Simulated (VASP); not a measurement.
# Si (Fd-3m) in VASP: single point with LDA

Aim: the single point of Si with LDA.

Program: VASP 6.6.1. These are calculated values, not measurements. Logs are shortened: lines on timing, memory, paths and dates and some standing lists are left out, and cuts for length are marked.

## (1) The cell of the first run

Symmetry: Fd-3m, No. 227, cubic system. The conventional cell has a = 5.402 Å, b = 5.402 Å, c = 5.402 Å, α = 90.00°, β = 90.00°, γ = 90.00°. Si (site symmetry -43m) has 4 Si at 2.34 Å within 3.1 Å.

## (2) Single point, LDA

Input file INCAR:

```
SYSTEM = Si
PREC = Accurate
ENCUT = 500
EDIFF = 1E-6
ISMEAR = 0
SIGMA = 0.02
LREAL = .False.
LASPH = .True.
NELM = 120
ALGO = Normal
ISIF = 2
LWAVE = .False.
LCHARG = .False.
GGA = CA
NBANDS = 11
GGA_COMPAT = .False.
```

Input file KPOINTS:

```
Automatic mesh
0
Gamma
  12 12 12
  0 0 0
```

Input file POSCAR:

```
Si
1.0
    0.0000000000      2.7009841764      2.7009841764
    2.7009841764      0.0000000000      2.7009841764
    2.7009841764      2.7009841764      0.0000000000
Si
2
Direct
    0.7500000000      0.7500000000      0.7500000000
    0.5000000000      0.5000000000      0.5000000000
```

Potentials or basis: VASP PAW LDA potentials, release 64 (Si).

Launch:

```
$ cat potpaw_LDA.64/Si/POTCAR > POTCAR
$ mpirun -np 1 vasp_std > vasp.out
```

OUTCAR:

```text
SYSTEM = Si
   PREC = Accurate
   ENCUT = 500
   EDIFF = 1E-6
   ISMEAR = 0
   LREAL = .False.
   LASPH = .True.
   NELM = 120
   ISIF = 2
   GGA = CA

 ion  position               nearest neighbor table
   1  0.750  0.750  0.750-   2 2.34   2 2.34   2 2.34   2 2.34
   2  0.500  0.500  0.500-   1 2.34   1 2.34   1 2.34   1 2.34

  LATTYP: Found a face centered cubic cell.
 ALAT       =     5.4019683528

  Lattice vectors:

 A1 = (   0.0000000000,   2.7009841764,   2.7009841764)
 A2 = (   2.7009841764,   0.0000000000,   2.7009841764)
 A3 = (   2.7009841764,   2.7009841764,   0.0000000000)

Analysis of symmetry for initial positions (statically):
=====================================================================
 Subroutine PRICEL returns:
 Original cell was already a primitive cell.

 Routine SETGRP: Setting up the symmetry group for a
 face centered cubic supercell.

 Subroutine GETGRP returns: Found 48 space group operations
 (whereof 24 operations were pure point group operations)
 out of a pool of 48 trial point group operations.

The static configuration has the point symmetry T_d .
 The point group associated with its full space group is O_h .

Analysis of symmetry for dynamics (positions and initial velocities):
=====================================================================
 Subroutine PRICEL returns:
 Original cell was already a primitive cell.

 Routine SETGRP: Setting up the symmetry group for a
 face centered cubic supercell.

 Subroutine GETGRP returns: Found 48 space group operations
 (whereof 24 operations were pure point group operations)
 out of a pool of 48 trial point group operations.

The dynamic configuration has the point symmetry T_d .
 The point group associated with its full space group is O_h .

 Subroutine INISYM returns: Found 48 space group operations
 (whereof 24 operations are pure point group operations),
 and found     1 'primitive' translations

----------------------------------------------------------------------------------------

                                     Primitive cell

  volume of cell :      39.4091

  direct lattice vectors                    reciprocal lattice vectors
     0.000000000  2.700984176  2.700984176    -0.185117708  0.185117708  0.185117708
     2.700984176  0.000000000  2.700984176     0.185117708 -0.185117708  0.185117708
     2.700984176  2.700984176  0.000000000     0.185117708  0.185117708 -0.185117708

  length of vectors
     3.819768454  3.819768454  3.819768454     0.320633276  0.320633276  0.320633276

  position of ions in fractional coordinates (direct lattice)
     0.750000000  0.750000000  0.750000000
     0.500000000  0.500000000  0.500000000

  ion indices of the primitive-cell ions
   primitive index   ion index
                 1           1
                 2           2

----------------------------------------------------------------------------------------

 KPOINTS: Automatic mesh

Automatic generation of k-mesh.
 Grid dimensions read from file:
 generate k-points for:   12   12   12

 Generating k-lattice:

  Cartesian coordinates                     Fractional coordinates (reciprocal lattice)
    -0.015426476  0.015426476  0.015426476     0.083333333  0.000000000  0.000000000
     0.015426476 -0.015426476  0.015426476     0.000000000  0.083333333  0.000000000
     0.015426476  0.015426476 -0.015426476     0.000000000  0.000000000  0.083333333

  Length of vectors
     0.026719440  0.026719440  0.026719440

  Shift w.r.t. Gamma in fractional coordinates (k-lattice)
     0.000000000  0.000000000  0.000000000

 Subroutine IBZKPT returns following result:
 ===========================================

 Found     72 irreducible k-points:

 Following reciprocal coordinates:
            Coordinates               Weight
  0.000000  0.000000  0.000000      1.000000
  0.083333  0.000000  0.000000      8.000000
  0.166667  0.000000  0.000000      8.000000
  0.250000  0.000000  0.000000      8.000000
  0.333333  0.000000  0.000000      8.000000
  0.416667  0.000000  0.000000      8.000000
[... 16 lines left out ...]
  0.500000  0.166667  0.000000     24.000000
 -0.416667  0.166667  0.000000     24.000000
 [... further k-points ...]
   k-points           NKPTS =     72   k-points in BZ     NKDIM =     72   number of bands    NBANDS=     11
   number of dos      NEDOS =    301   number of ions     NIONS =      2
   total plane-waves  NPLWV =  21952
   dimension x,y,z NGX =    28 NGY =   28 NGZ =   28
   dimension x,y,z NGXF=    56 NGYF=   56 NGZF=   56
   ions per type =               2
   NGX,Y,Z   is equivalent  to a cutoff of  12.19, 12.19, 12.19 a.u.
   NGXF,Y,Z  is equivalent  to a cutoff of  24.37, 24.37, 24.37 a.u.
 SYSTEM =  Si
   PREC   = accura    normal or accurate (medium, high low for compatibility)
   ISTART =      0    job   : 0-new  1-cont  2-samecut
   ICHARG =      2    charge: 1-file 2-atom 10-const
   ISPIN  =      1    spin polarized calculation?
   LNONCOLLINEAR =      F non collinear calculations
   LSORBIT =      F    spin-orbit coupling
   LASPH  =      T    aspherical Exc in radial PAW
   ENCUT  =  500.0 eV  36.75 Ry    6.06 a.u.   6.96  6.96  6.96*2*pi/ulx,y,z
   NELM   =    120;   NELMIN=  2; NELMDL= -5     # of ELM steps
   EDIFF  = 0.1E-05   stopping-criterion for ELM
   LREAL  =      F    real-space projection
[... 7 lines left out ...]
   TEBEG  =    0.0;   TEEND  =   0.0 temperature during run
   PSTRESS=    0.0 pullay stress
   NELECT =       8.0000    total number of electrons
   NUPDOWN=      -1.0000    fix difference up-down
   EMIN   =  10.00;   EMAX   =-10.00  energy-range for DOS
   EFERMI =   0.00;   METHOD = LEGACY
   ISMEAR =     0;   SIGMA  =   0.02  broadening in eV -4-tet -1-fermi 0-gaus
   EFERMI_NEDOS =   21; number of points for ismear=-14 and -15
   IALGO  =     38    algorithm
   IMIX   =      4    mixing-type and parameters
     AMIX     =   0.40;   BMIX     =  1.00
     AMIX_MAG =   1.60;   BMIX_MAG =  1.00
  volume/ion in A,a.u.               =      19.70       132.97
  Fermi-wavevector in a.u.,A,eV,Ry     =   0.962143  1.818186 12.595164  0.925718
  Thomas-Fermi vector in A             =   2.091576
   LORBIT       =      0    0 simple, 1 ext, 2 COOP (PROOUT), +10 PAW based schemes
   GGA     = CA    functional components
   LHFCALC =     F    Hartree Fock is set to
   AEXX    =    0.0000 exact exchange contribution
   IVDW    =     0    specifies the selected vdW correction
   LEPSILON=     F    determine dielectric tensor
   LRPA    =     F    only Hartree local field effects (RPA)
 non-spin polarized calculation
 Gauss-broadening in eV      SIGMA  =   0.02
  energy-cutoff  :      500.00
  volume of cell :       39.41
 maximum number of plane-waves:      1018
   NGX = 13   NGY = 13   NGZ = 13

 number of electron       8.0000001 magnetization

 Free energy of the ion-electron system (eV)
  ---------------------------------------------------
  ext. energy  EPLUGINS =         0.00000000
  ---------------------------------------------------
  free energy    TOTEN  =       -11.91970236 eV

  energy without entropy =      -11.91970236  energy(sigma->0) =      -11.91970236

 E-fermi :   6.0933     XC(G=0):  -9.6657

 val. band max:        5.9330536681   @ k =   0.0000   0.0000   0.0000
 cond. band min:       6.3751057326   @ k =   0.4167   0.4167   0.0000
 fundamental gap:      0.4420520645
 Fermi energy:         6.0932742829

 k-point     1 :       0.0000    0.0000    0.0000
  band No.  band energies     occupation
      1      -6.1334      2.00000
      2       5.9331      2.00000
      3       5.9331      2.00000
      4       5.9331      2.00000
      5       8.4640      0.00000
      6       8.4640      0.00000
      7       8.4640      0.00000
      8       9.3252      0.00000
      9      13.6691      0.00000
     10      13.6691      0.00000
     11      13.6786      0.00000

 k-point     2 :       0.0833    0.0000    0.0000
  band No.  band energies     occupation
      1      -6.0411      2.00000
      2       5.0641      2.00000
      3       5.7865      2.00000
      4       5.7865      2.00000
      5       8.5099      0.00000
      6       8.6790      0.00000
      7       8.6790      0.00000
      8       9.9806      0.00000
      9      13.3827      0.00000
     10      13.3827      0.00000
     11      14.0777      0.00000

 k-point     3 :       0.1667    0.0000    0.0000
  band No.  band energies     occupation
      1      -5.7671      2.00000
      2       3.5252      2.00000
      3       5.4756      2.00000
      4       5.4756      2.00000
      5       8.2465      0.00000
      6       9.1189      0.00000
      7       9.1189      0.00000
      8      11.3899      0.00000
      9      12.9963      0.00000
     10      12.9963      0.00000
     11      14.8474      0.00000

 k-point     4 :       0.2500    0.0000    0.0000
  band No.  band energies     occupation
      1      -5.3219      2.00000
      2       1.9613      2.00000
      3       5.1639      2.00000
      4       5.1639      2.00000
      5       7.9170      0.00000
      6       9.4089      0.00000
      7       9.4089      0.00000
      8      12.8282      0.00000
      9      13.1028      0.00000
     10      13.1028      0.00000
     11      14.7633      0.00000

 k-point     5 :       0.3333    0.0000    0.0000
  band No.  band energies     occupation
      1      -4.7347      2.00000
      2       0.5357      2.00000
      3       4.9224      2.00000
      4       4.9224      2.00000
      5       7.6472      0.00000
      6       9.3978      0.00000
      7       9.3978      0.00000
      8      13.6720      0.00000
      9      13.9023      0.00000
     10      13.9023      0.00000
     11      14.9673      0.00000
[... 211 lines left out ...]
 k-point    21 :       0.3333    0.1667    0.0000
  band No.  band energies     occupation
      1      -4.8150      2.00000
      2       1.4628      2.00000
      3       3.9037      2.00000
      4       4.1589      2.00000
      5       7.8167      0.00000
      6       9.9508      0.00000
      7      10.4084      0.00000
      8      10.9914      0.00000
      9      15.0142      0.00000
     10      15.0818      0.00000
     11      16.2315      0.00000

 k-point    22 :       0.4167    0.1667    0.0000
  band No.  band energies     occupation
      1      -4.1960      2.00000
      2       0.2075      2.00000
      3       3.4573      2.00000
      4       4.0758      2.00000
      5       7.8564      0.00000
      6      10.1632      0.00000
      7      10.8005      0.00000
      8      10.9220      0.00000
      9      15.7174      0.00000
     10      16.1364      0.00000
     11      16.7638      0.00000

 k-point    23 :       0.5000    0.1667    0.0000
  band No.  band energies     occupation
      1      -3.5976      2.00000
      2      -0.7468      2.00000
      3       3.1068      2.00000
      4       4.1322      2.00000
      5       7.8887      0.00000
      6      10.0076      0.00000
      7      10.5199      0.00000
      8      12.3085      0.00000
      9      15.2526      0.00000
     10      16.4132      0.00000
     11      17.6657      0.00000

 k-point    24 :      -0.4167    0.1667    0.0000
  band No.  band energies     occupation
      1      -3.4790      2.00000
      2      -0.9116      2.00000
      3       2.8878      2.00000
      4       4.3204      2.00000
      5       8.0415      0.00000
      6       9.9519      0.00000
      7      10.2903      0.00000
      8      13.8666      0.00000
      9      14.4240      0.00000
     10      14.7071      0.00000
     11      17.0300      0.00000

 [... further k-points ...]

------------------------ aborting loop because EDIFF is reached ----------------------------------------

  FORCE on cell =-STRESS in cart. coord.  units (eV):
  Direction    XX          YY          ZZ          XY          YZ          ZX
  --------------------------------------------------------------------------------------
  -------------------------------------------------------------------------------------
  Total        0.0112048      0.0112048      0.0112048      0.0000000      0.0000000     -0.0000000
  in kB        0.4555321      0.4555321      0.4555321      0.0000000      0.0000000     -0.0000000
  external PRESSURE =       0.4555321 kB  Pullay stress =       0.0000000 kB

 VOLUME and BASIS-vectors are now :
 -----------------------------------------------------------------------------
  energy-cutoff  :      500.00
  volume of cell :       39.41
      direct lattice vectors                 reciprocal lattice vectors
     0.000000000  2.700984176  2.700984176    -0.185117708  0.185117708  0.185117708
     2.700984176  0.000000000  2.700984176     0.185117708 -0.185117708  0.185117708
     2.700984176  2.700984176  0.000000000     0.185117708  0.185117708 -0.185117708

 POSITION                                       TOTAL-FORCE (eV/Angst)
 -----------------------------------------------------------------------------------
      4.05148      4.05148      4.05148        -0.000000     -0.000000     -0.000000
      2.70098      2.70098      2.70098         0.000000      0.000000      0.000000
 -----------------------------------------------------------------------------------
    total drift:                                0.000000      0.000000     -0.000000

  FREE ENERGIE OF THE ION-ELECTRON SYSTEM (eV)
  ---------------------------------------------------
  free  energy   TOTEN  =       -11.9197023566 eV

  energy  without entropy=      -11.9197023566  energy(sigma->0) =      -11.91970236
```

It took 18 s on 1 thread of Intel Xeon Platinum 8259CL at 2.50GHz (Skylake/Cascade Lake), shared host; peak memory 0.14 GiB.

What came out:

- Free energy: -11.9197 eV
- Pressure: 0.0 GPa
- Band gap on the k mesh: 0.44 eV (least direct gap 2.53 eV)

Levels at points of the mesh, in eV from the valence-band top:
```csv
k point,band 1,band 2,band 3,band 4,band 5,band 6,band 7,band 8,band 9
"(0.00, 0.00, 0.00)",-12.07,0.00,0.00,0.00,2.53,2.53,2.53,3.39,7.74
"(0.50, 0.00, 0.00)",-9.69,-7.07,-1.21,-1.21,1.49,3.29,3.29,7.54,10.56
"(0.50, 0.50, 0.00)",-7.87,-7.87,-2.89,-2.89,0.57,0.57,10.11,10.11,10.97
```

A k mesh can miss the band edges.
